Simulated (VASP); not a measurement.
# Ti (P6_3/mmc) in VASP: further runs

Ti is run at these levels: RPBE, LDA, PBE; tasks: relaxation of cell and atoms, single point.

Everything below comes from runs of VASP 6.6.1. Logs are shortened: lines on timing, memory, paths and dates and some standing lists are left out, and cuts for length are marked.

## 1. The cell of the first run

Symmetry: P6_3/mmc, No. 194, hexagonal system. The conventional cell has a = 2.950 Å, b = 2.950 Å, c = 4.680 Å, α = 90.00°, β = 90.00°, γ = 120.00°. Ti (site symmetry -6m2) has 12 Ti at 2.89 to 2.95 Å within 3.8 Å.

## 2. Relaxation of cell and atoms, RPBE

File INCAR:

```
PREC = Accurate ; ENCUT = 600
EDIFF = 1E-6 ; ISMEAR = -1
SIGMA = 0.05 ; LREAL = False
LASPH = True ; NELM = 80
ALGO = Normal ; ISIF = 3
LWAVE = False ; LCHARG = False
GGA = RP ; IBRION = 2
NSW = 80 ; EDIFFG = -0.01
```

File KPOINTS:

```
Automatic mesh
0
Gamma
  10 10 6
```

File POSCAR:

```
Ti
1.0
    2.9500000000      0.0000000000      0.0000000000
   -1.4750000000      2.5547749412      0.0000000000
    0.0000000000      0.0000000000      4.6800000000
Ti
2
Direct
    0.6666666667      0.3333333333      0.7500000000
    0.3333333333      0.6666666667      0.2500000000
```

Potentials or basis: VASP PAW PBE potentials, release 64 (Ti_sv).

Command:

```
cat potpaw_PBE.64/Ti_sv/POTCAR > POTCAR
mpirun -np 1 vasp_std > vasp.out
```

OUTCAR:

```text
PREC = Accurate
   ENCUT = 600
   EDIFF = 1E-6
   ISMEAR = -1
   LREAL = False
   LASPH = True
   NELM = 80
   ISIF = 3
   GGA = RP
   IBRION = 2
   NSW = 80
   EDIFFG = -0.01

 ion  position               nearest neighbor table
   1  0.667  0.333  0.750-   2 2.89   2 2.89   2 2.89   2 2.89   2 2.89   2 2.89
   2  0.333  0.667  0.250-   1 2.89   1 2.89   1 2.89   1 2.89   1 2.89   1 2.89

  LATTYP: Found a hexagonal cell.
 ALAT       =     2.9500000000
 C/A-ratio  =     1.5864406780

  Lattice vectors:

 A1 = (   2.9500000000,   0.0000000000,   0.0000000000)
 A2 = (  -1.4750000000,   2.5547749412,   0.0000000000)
 A3 = (   0.0000000000,   0.0000000000,   4.6800000000)

Analysis of symmetry for initial positions (statically):
=====================================================================
 Subroutine PRICEL returns:
 Original cell was already a primitive cell.

 Routine SETGRP: Setting up the symmetry group for a
 hexagonal supercell.

 Subroutine GETGRP returns: Found 24 space group operations
 (whereof 12 operations were pure point group operations)
 out of a pool of 24 trial point group operations.

The static configuration has the point symmetry D_3d.
 The point group associated with its full space group is D_6h.

Analysis of symmetry for dynamics (positions and initial velocities):
=====================================================================
 Subroutine PRICEL returns:
 Original cell was already a primitive cell.

 Routine SETGRP: Setting up the symmetry group for a
 hexagonal supercell.

 Subroutine GETGRP returns: Found 24 space group operations
 (whereof 12 operations were pure point group operations)
 out of a pool of 24 trial point group operations.

The dynamic configuration has the point symmetry D_3d.
 The point group associated with its full space group is D_6h.

 Subroutine INISYM returns: Found 24 space group operations
 (whereof 12 operations are pure point group operations),
 and found     1 'primitive' translations

----------------------------------------------------------------------------------------

                                     Primitive cell

  volume of cell :      35.2712

  direct lattice vectors                    reciprocal lattice vectors
     2.950000000  0.000000000  0.000000000     0.338983051  0.195711956  0.000000000
    -1.475000000  2.554774941  0.000000000     0.000000000  0.391423911  0.000000000
     0.000000000  0.000000000  4.680000000     0.000000000  0.000000000  0.213675214

  length of vectors
     2.950000000  2.950000000  4.680000000     0.391423911  0.391423911  0.213675214

  position of ions in fractional coordinates (direct lattice)
     0.666666667  0.333333333  0.750000000
     0.333333333  0.666666667  0.250000000

  ion indices of the primitive-cell ions
   primitive index   ion index
                 1           1
                 2           2

----------------------------------------------------------------------------------------

 KPOINTS: Automatic mesh

Automatic generation of k-mesh.
 Grid dimensions read from file:
 generate k-points for:   10   10    6

 Generating k-lattice:

  Cartesian coordinates                     Fractional coordinates (reciprocal lattice)
     0.033898305  0.019571196  0.000000000     0.100000000 -0.000000000  0.000000000
     0.000000000  0.039142391  0.000000000     0.000000000  0.100000000  0.000000000
     0.000000000  0.000000000  0.035612536     0.000000000  0.000000000  0.166666667

  Length of vectors
     0.039142391  0.039142391  0.035612536

  Shift w.r.t. Gamma in fractional coordinates (k-lattice)
     0.000000000  0.000000000  0.000000000

 Subroutine IBZKPT returns following result:
 ===========================================

 Found     56 irreducible k-points:

 Following reciprocal coordinates:
            Coordinates               Weight
  0.000000  0.000000  0.000000      1.000000
  0.100000  0.000000  0.000000      6.000000
  0.200000  0.000000  0.000000      6.000000
  0.300000  0.000000  0.000000      6.000000
  0.400000  0.000000  0.000000      6.000000
  0.500000  0.000000  0.000000      3.000000
[... 16 lines left out ...]
  0.300000  0.100000  0.166667     24.000000
  0.400000  0.100000  0.166667     24.000000
 [... further k-points ...]
   k-points           NKPTS =     56   k-points in BZ     NKDIM =     56   number of bands    NBANDS=     16
   number of dos      NEDOS =    301   number of ions     NIONS =      2
   total plane-waves  NPLWV =  23040
   dimension x,y,z NGX =    24 NGY =   24 NGZ =   40
   dimension x,y,z NGXF=    48 NGYF=   48 NGZF=   80
   ions per type =               2
   NGX,Y,Z   is equivalent  to a cutoff of  13.53, 13.53, 14.21 a.u.
   NGXF,Y,Z  is equivalent  to a cutoff of  27.05, 27.05, 28.42 a.u.
 SYSTEM =  unknown system
   PREC   = accura    normal or accurate (medium, high low for compatibility)
   ISTART =      0    job   : 0-new  1-cont  2-samecut
   ICHARG =      2    charge: 1-file 2-atom 10-const
   ISPIN  =      1    spin polarized calculation?
   LNONCOLLINEAR =      F non collinear calculations
   LSORBIT =      F    spin-orbit coupling
   LASPH  =      T    aspherical Exc in radial PAW
   ENCUT  =  600.0 eV  44.10 Ry    6.64 a.u.   5.89  5.89  9.35*2*pi/ulx,y,z
   NELM   =     80;   NELMIN=  2; NELMDL= -5     # of ELM steps
   EDIFF  = 0.1E-05   stopping-criterion for ELM
   LREAL  =      F    real-space projection
   EDIFFG = -.1E-01   stopping-criterion for IOM
   NSW    =     80    number of steps for IOM
   IBRION =      2    ionic relax: 0-MD 1-quasi-New 2-CG
   NFREE  =      1    steps in history (QN), initial steepest desc. (CG)
   ISIF   =      3    stress and relaxation
   ISYM   =      2    0-nonsym 1-usesym 2-fastsym
   POTIM  = 0.5000    time-step for ionic-motion
   TEBEG  =    0.0;   TEEND  =   0.0 temperature during run
   PSTRESS=    0.0 pullay stress
   NELECT =      24.0000    total number of electrons
   NUPDOWN=      -1.0000    fix difference up-down
   EMIN   =  10.00;   EMAX   =-10.00  energy-range for DOS
   EFERMI =   0.00;   METHOD = LEGACY
   ISMEAR =    -1;   SIGMA  =   0.05  broadening in eV -4-tet -1-fermi 0-gaus
   EFERMI_NEDOS =   21; number of points for ismear=-14 and -15
   IALGO  =     38    algorithm
   IMIX   =      4    mixing-type and parameters
     AMIX     =   0.40;   BMIX     =  1.00
     AMIX_MAG =   1.60;   BMIX_MAG =  1.00
  volume/ion in A,a.u.               =      17.64       119.01
  Fermi-wavevector in a.u.,A,eV,Ry     =   1.439920  2.721055 28.209912  2.073370
  Thomas-Fermi vector in A             =   2.558722
   LORBIT       =      0    0 simple, 1 ext, 2 COOP (PROOUT), +10 PAW based schemes
   GGA     = RP    functional components
   LHFCALC =     F    Hartree Fock is set to
   AEXX    =    0.0000 exact exchange contribution
   IVDW    =     0    specifies the selected vdW correction
   LEPSILON=     F    determine dielectric tensor
   LRPA    =     F    only Hartree local field effects (RPA)
 conjugate gradient relaxation of ions
 non-spin polarized calculation
  energy-cutoff  :      600.00
  volume of cell :       35.27
 maximum number of plane-waves:      1194
 NGX is ok and might be reduce to    24
   NGX = 11   NGY = 11   NGZ = 19

--------------------------------------- Ionic step        1  -------------------------------------------

 number of electron      23.9999997 magnetization

 Free energy of the ion-electron system (eV)
  ---------------------------------------------------
  ext. energy  EPLUGINS =         0.00000000
  ---------------------------------------------------
  free energy    TOTEN  =       -14.88301382 eV

  energy without entropy =      -14.86389710  energy(sigma->0) =      -14.87345546

------------------------ aborting loop because EDIFF is reached ----------------------------------------

  FORCE on cell =-STRESS in cart. coord.  units (eV):
  Direction    XX          YY          ZZ          XY          YZ          ZX
  --------------------------------------------------------------------------------------
  -------------------------------------------------------------------------------------
  Total        0.3273958      0.3273958      0.2602016      0.0000000     -0.0000000      0.0000000
  in kB       14.8717888     14.8717888     11.8195269      0.0000000     -0.0000000      0.0000000
  external PRESSURE =      13.8543682 kB  Pullay stress =       0.0000000 kB
[... 201 lines left out ...]
  energy  without entropy=      -14.8658090607  energy(sigma->0) =      -14.87539547

--------------------------------------- Ionic step        7  -------------------------------------------

 number of electron      24.0000001 magnetization

 Free energy of the ion-electron system (eV)
  ---------------------------------------------------
  ext. energy  EPLUGINS =         0.00000000
  ---------------------------------------------------
  free energy    TOTEN  =       -14.88500817 eV

  energy without entropy =      -14.86582328  energy(sigma->0) =      -14.87541572

 E-fermi :   8.1521     XC(G=0): -11.2585

 val. band max:        8.1365277485   @ k =   0.2000   0.0000   0.3333
 cond. band min:       8.1522254491   @ k =   0.1000   0.1000   0.1667
 fundamental gap:      0.0156977005
 Fermi energy:         8.1521386222

 k-point     1 :       0.0000    0.0000    0.0000
  band No.  band energies     occupation
      1     -48.8942      2.00000
      2     -48.7737      2.00000
      3     -25.3788      2.00000
      4     -24.7940      2.00000
      5     -24.7940      2.00000
      6     -24.7377      2.00000
[... 8 lines left out ...]
     15       9.4045      0.00000
     16       9.4045      0.00000
[... 420 lines left out ...]
  band No.  band energies     occupation
      1     -48.7886      2.00000
      2     -48.7544      2.00000
      3     -25.2385      2.00000
      4     -25.1354      2.00000
      5     -25.0420      2.00000
      6     -24.9275      2.00000
[... 8 lines left out ...]
     15       9.2887      0.00000
     16      11.1092      0.00000

 [... further k-points ...]
[... 5 lines left out ...]
  --------------------------------------------------------------------------------------
  -------------------------------------------------------------------------------------
  Total        0.0105197      0.0105197     -0.0074547      0.0000000     -0.0000000      0.0000000
  in kB        0.4718621      0.4718621     -0.3343827      0.0000000     -0.0000000      0.0000000
  external PRESSURE =       0.2031138 kB  Pullay stress =       0.0000000 kB
[... 17 lines left out ...]
  FREE ENERGIE OF THE ION-ELECTRON SYSTEM (eV)
  ---------------------------------------------------
  free  energy   TOTEN  =       -14.8850081705 eV

  energy  without entropy=      -14.8658232764  energy(sigma->0) =      -14.87541572

 reached required accuracy - stopping structural energy minimisation
```

It took 94 s on 1 thread of Intel Xeon Platinum 8375C at 2.90GHz (Ice Lake), shared host; peak memory 0.18 GiB.

What came out:

```
Free energy                           : -14.8850 eV
Relaxed volume                        : 17.86 Å³/atom
Relaxed cell                          : a = 2.964 Å, b = 2.964 Å, c = 4.694 Å, α = 90.00°, β = 90.00°, γ = 120.00°
Space group after relaxing (to 0.1 Å) : P6_3/mmc (No. 194)
Energy gained by relaxing             : 1.0 meV/atom
Ionic steps                           : 7
Pressure after relaxing               : 0.0 GPa
Band gap on the k mesh                : zero (bands 12 and 13 overlap by 1.02 eV)
```

Step by step:
| step | energy change (eV) | largest force (eV/Å) | pressure (GPa) | volume (Å³) |
| --- | --- | --- | --- | --- |
| 1 | 0.0000 | 0.0000 | 1.39 | 35.27 |
| 2 | -0.0010 | 0.0000 | -0.95 | 36.06 |
| 3 | -0.0020 | 0.0000 | 0.00 | 35.73 |
| 4 | -0.0020 | 0.0000 | 0.03 | 35.74 |
| 5 | -0.0017 | 0.0000 | -0.50 | 35.90 |
| 6 | -0.0020 | 0.0000 | -0.06 | 35.75 |
| 7 | -0.0020 | 0.0000 | 0.02 | 35.72 |

Final structure:
```
CELL_PARAMETERS angstrom
2.96439 0.00000 0.00000
-1.48220 2.56724 0.00000
0.00000 0.00000 4.69350
ATOMIC_POSITIONS crystal
Ti 0.66667 0.33333 0.75000
Ti 0.33333 0.66667 0.25000
```

Levels at points of the mesh, in eV from the Fermi level:
| k point | band 8 | band 9 | band 10 | band 11 | band 12 | band 13 | band 14 | band 15 | band 16 |
| --- | --- | --- | --- | --- | --- | --- | --- | --- | --- |
| (0.00, 0.00, 0.00) | -32.85 | -6.16 | -2.62 | 0.68 | 0.77 | 0.77 | 0.88 | 1.25 | 1.25 |
| (0.50, 0.00, 0.00) | -32.92 | -2.31 | -2.07 | -1.76 | -0.67 | 0.50 | 0.62 | 1.15 | 3.23 |
| (0.00, 0.00, 0.50) | -32.90 | -4.33 | -4.33 | 0.09 | 0.09 | 0.68 | 0.68 | 0.68 | 0.68 |
| (0.50, 0.00, 0.50) | -33.00 | -2.46 | -2.46 | -0.77 | -0.77 | 1.24 | 1.24 | 1.69 | 1.69 |

Caveat: the PAW data sets were made with another functional, which shifts forces and pressure a little. Zero-point motion and thermal expansion aren't in these numbers.

## 3. Single point, LDA

This run uses another cell than the first one, of 16.58 Å³/atom.

File INCAR:

```
SYSTEM = Ti
PREC = Accurate
ENCUT = 520
EDIFF = 1E-7
ISMEAR = -1
SIGMA = 0.05
LREAL = .FALSE.
LASPH = .TRUE.
NELM = 100
ALGO = Fast
ISIF = 2
LWAVE = .FALSE.
LCHARG = .FALSE.
NBANDS = 19
```

File KPOINTS:

```
regular mesh
0
G
  10 10 6
  0 0 0
```

File POSCAR:

```
Ti
1.0
    2.8897790207      0.0000000000      0.0000000000
   -1.4448895104      2.5026220433      0.0000000000
    0.0000000000      0.0000000000      4.5844629888
Ti
2
Direct
    0.6666666667      0.3333333333      0.7500000000
    0.3333333333      0.6666666667      0.2500000000
```

Potentials or basis: VASP PAW LDA potentials, release 64 (Ti_sv).

Command:

```
cat potpaw_LDA.64/Ti_sv/POTCAR > POTCAR
mpirun -np 1 vasp_std > vasp.out
```

OUTCAR:

```text
SYSTEM = Ti
   PREC = Accurate
   ENCUT = 520
   EDIFF = 1E-7
   ISMEAR = -1
   LREAL = .FALSE.
   LASPH = .TRUE.
   NELM = 100
   ISIF = 2

 ion  position               nearest neighbor table
   1  0.667  0.333  0.750-   2 2.84   2 2.84   2 2.84   2 2.84   2 2.84   2 2.84
   2  0.333  0.667  0.250-   1 2.84   1 2.84   1 2.84   1 2.84   1 2.84   1 2.84

  LATTYP: Found a hexagonal cell.
 ALAT       =     2.8897790207
 C/A-ratio  =     1.5864406780

  Lattice vectors:

 A1 = (   2.8897790207,   0.0000000000,   0.0000000000)
 A2 = (  -1.4448895104,   2.5026220433,   0.0000000000)
 A3 = (   0.0000000000,   0.0000000000,   4.5844629888)

Analysis of symmetry for initial positions (statically):
=====================================================================
 Subroutine PRICEL returns:
 Original cell was already a primitive cell.

 Routine SETGRP: Setting up the symmetry group for a
 hexagonal supercell.

 Subroutine GETGRP returns: Found 24 space group operations
 (whereof 12 operations were pure point group operations)
 out of a pool of 24 trial point group operations.

The static configuration has the point symmetry D_3d.
[... 158 lines left out ...]
  ext. energy  EPLUGINS =         0.00000000
  ---------------------------------------------------
  free energy    TOTEN  =       -17.09551033 eV

  energy without entropy =      -17.07593972  energy(sigma->0) =      -17.08572502

 E-fermi :   8.5865     XC(G=0): -12.0090

 val. band max:        8.5863580612   @ k =   0.4000   0.2000   0.5000
 cond. band min:       8.5896552327   @ k =   0.3000   0.2000   0.5000
 fundamental gap:      0.0032971714
 Fermi energy:         8.5864851458

 k-point     1 :       0.0000    0.0000    0.0000
  band No.  band energies     occupation
      1     -47.4937      2.00000
      2     -47.3202      2.00000
      3     -24.5327      2.00000
      4     -23.7651      2.00000
      5     -23.7651      2.00000
      6     -23.6854      2.00000
[... 505 lines left out ...]
      6     -23.9434      2.00000
[... 11 lines left out ...]
     18      12.2126      0.00000
     19      13.0082      0.00000

 [... further k-points ...]
[... 5 lines left out ...]
  --------------------------------------------------------------------------------------
  -------------------------------------------------------------------------------------
  Total       -0.7409247     -0.7409247     -0.8904627      0.0000000      0.0000000      0.0000000
  in kB      -35.8043926    -35.8043926    -43.0306549      0.0000000      0.0000000      0.0000000
  external PRESSURE =     -38.2131467 kB  Pullay stress =       0.0000000 kB

 VOLUME and BASIS-vectors are now :
 -----------------------------------------------------------------------------
  energy-cutoff  :      520.00
  volume of cell :       33.15
      direct lattice vectors                 reciprocal lattice vectors
     2.889779021  0.000000000  0.000000000     0.346047221  0.199790456  0.000000000
    -1.444889510  2.502622043  0.000000000     0.000000000  0.399580913  0.000000000
     0.000000000  0.000000000  4.584462989     0.000000000  0.000000000  0.218128056

 POSITION                                       TOTAL-FORCE (eV/Angst)
 -----------------------------------------------------------------------------------
      1.44489      0.83421      3.43835        -0.000000     -0.000000      0.000000
     -0.00000      1.66841      1.14612         0.000000      0.000000      0.000000
 -----------------------------------------------------------------------------------
    total drift:                                0.000000     -0.000000      0.000000

  FREE ENERGIE OF THE ION-ELECTRON SYSTEM (eV)
  ---------------------------------------------------
  free  energy   TOTEN  =       -17.0955103254 eV

  energy  without entropy=      -17.0759397171  energy(sigma->0) =      -17.08572502
```

OSZICAR:

```text
N       E                     dE             d eps       ncg     rms          rms(c)
DAV:   1     0.263610991124E+03    0.26361E+03   -0.12953E+04  2128   0.158E+03
DAV:   2     0.106936820520E+02   -0.25292E+03   -0.24902E+03  2211   0.442E+02
DAV:   3    -0.179396542379E+02   -0.28633E+02   -0.28241E+02  3979   0.122E+02
[... 39 lines left out ...]
RMM:  43    -0.170955099757E+02   -0.14437E-06   -0.18505E-06  2192   0.490E-03    0.983E-03
RMM:  44    -0.170955100770E+02   -0.10126E-06   -0.14094E-06  1928   0.440E-03    0.986E-03
RMM:  45    -0.170955101844E+02   -0.10745E-06   -0.12767E-06  1966   0.414E-03    0.103E-02
RMM:  46    -0.170955102621E+02   -0.77712E-07   -0.10773E-06  1825   0.379E-03    0.104E-02
RMM:  47    -0.170955103254E+02   -0.63261E-07   -0.91971E-07  1801   0.349E-03
   1 F= -.17095510E+02 E0= -.17085725E+02  d E =-.195706E-01
```

Run time: 2.4 min. Hardware: 1 thread of Intel Xeon Platinum 8375C at 2.90GHz (Ice Lake), shared host; peak memory 0.15 GiB.

Results:

| Property | Result |
| --- | --- |
| Free energy | -17.0955 eV |
| Pressure | -3.8 GPa |
| Band gap on the k mesh | zero (bands 12 and 13 overlap by 0.95 eV) |

Stress tensor (GPa, compression positive):
```
-3.58  0.00  0.00
 0.00 -3.58  0.00
 0.00  0.00 -4.30
```

Levels at points of the mesh, in eV from the Fermi level:
| k point | band 8 | band 9 | band 10 | band 11 | band 12 | band 13 | band 14 | band 15 | band 16 | band 17 |
| --- | --- | --- | --- | --- | --- | --- | --- | --- | --- | --- |
| (0.00, 0.00, 0.00) | -32.23 | -6.22 | -2.79 | 0.78 | 0.78 | 0.90 | 1.01 | 1.31 | 1.31 | 1.68 |
| (0.50, 0.00, 0.00) | -32.32 | -2.37 | -2.29 | -1.97 | -0.49 | 0.46 | 0.66 | 1.24 | 3.54 | 3.77 |
| (0.00, 0.00, 0.50) | -32.29 | -4.31 | -4.31 | 0.09 | 0.09 | 0.68 | 0.68 | 0.68 | 0.68 | 2.94 |
| (0.50, 0.00, 0.50) | -32.42 | -2.66 | -2.66 | -0.87 | -0.87 | 1.53 | 1.53 | 1.79 | 1.79 | 3.69 |

Caveat: the cell stands under tension.

(Continued in part 2 of 2.)
